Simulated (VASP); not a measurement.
Here is a VASP 6.6.1 calculation.

File INCAR:

```
SYSTEM = Al3Cu
PREC = Accurate
ENCUT = 520
EDIFF = 1E-6
ISMEAR = 0
SIGMA = 0.1
LREAL = .FALSE.
LASPH = .TRUE.
NELM = 60
ALGO = Normal
ISIF = 2
LWAVE = .FALSE.
LCHARG = .FALSE.
GGA = PS
NBANDS = 18
```

File KPOINTS:

```
Automatic mesh
0
G
  10 10 10
  0 0 0
```

Contents of POSCAR:

```
Al3Cu
1.0
    3.8222800400      0.0000000000      0.0000000000
    0.0000000000      3.8222800400      0.0000000000
    0.0000000000      0.0000000000      4.0577291000
Al Cu
3 1
Direct
    0.0000000000      0.5000000000      0.4783767715
    0.5000000000      0.0000000000      0.5216232285
    0.5000000000      0.5000000000      0.0000000000
    0.0000000000      0.0000000000      0.0000000000
```

Potentials or basis: VASP PAW PBE potentials, release 64 (Al, Cu).

Command:

```sh
$ cat potpaw_PBE.64/Al/POTCAR potpaw_PBE.64/Cu/POTCAR > POTCAR
$ mpirun -np 1 vasp_std > vasp.out
```

Problem. What does it give for the largest force?

Solution. 0.319 eV/Å.

Problem. Predict the band gap on the k mesh.

Solution. Zero (bands 10 and 11 overlap by 3.53 eV).

Problem. Predict the pressure.

Solution. 0.1 GPa.

Stress tensor (GPa, compression positive):
```
 2.23  0.00  0.00
 0.00  2.23  0.00
 0.00  0.00 -4.10
```

Caveat: the cell differs from its parent crystal (strained and its atoms moved); the stress differs along the axes, from -4 to 2 GPa; the PAW data sets were made with another functional, which shifts forces and pressure a little.
